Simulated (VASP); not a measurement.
# ZnS: single point with r2SCAN

ZnS:

```
CELL_PARAMETERS angstrom
0.00000 2.60999 2.70465
2.79931 0.00000 2.70465
2.79931 2.60999 0.00000
ATOMIC_POSITIONS crystal
Zn 0.00000 0.00000 0.00000
S 0.75000 0.75000 0.75000
```

This cell differs from its parent crystal: strain +0.0350 x Voigt [1, -1, 0, 0, 0, 0].

```json
{
  "Program": "VASP 6.6.1",
  "Task": "single point",
  "Functional": "r2SCAN",
  "Potentials or basis": "VASP PAW PBE potentials, release 64 (Zn, S)",
  "Cutoff": "520 eV",
  "k mesh": "8 × 8 × 8",
  "Occupations": "gaussian, width 0.05 eV",
  "Spin": "no spin polarisation",
  "Dipole correction": "no",
  "Further INCAR settings": "ALGO = Normal; EDIFF = 1e-06; NBANDS = 16"
}
```

| Quantity | Value |
| --- | --- |
| Pressure | -0.8 GPa |
| Band gap on the k mesh | 2.54 eV, direct |

Stress tensor (GPa, compression positive):
```
-2.45  0.00  0.00
 0.00  0.64  0.00
 0.00  0.00 -0.60
```

Levels at points of the mesh, in eV from the valence-band top:
| k point | band 7 | band 8 | band 9 | band 10 | band 11 | band 12 |
| --- | --- | --- | --- | --- | --- | --- |
| (0.00, 0.00, 0.00) | -0.25 | -0.10 | 0.00 | 2.54 | 6.81 | 6.82 |
| (0.50, 0.00, 0.00) | -5.47 | -1.17 | -0.83 | 3.64 | 7.06 | 7.60 |
| (0.50, 0.50, 0.00) | -4.71 | -2.45 | -2.29 | 3.63 | 4.39 | 11.58 |
| (0.50, 0.00, 0.50) | -4.50 | -2.60 | -2.53 | 3.45 | 4.02 | 12.02 |
| (0.00, 0.50, 0.50) | -4.92 | -2.23 | -2.15 | 3.82 | 4.73 | 11.20 |

It took 3 min on 1 thread of Intel(R) Xeon(R) Platinum 8488C (Sapphire Rapids), on a shared host, peak memory 0.2 GiB.

Caveat: the cell differs from its parent crystal (strain +0.0350 x Voigt [1, -1, 0, 0, 0, 0]); the PAW data sets were made with another functional, which shifts forces and pressure a little.
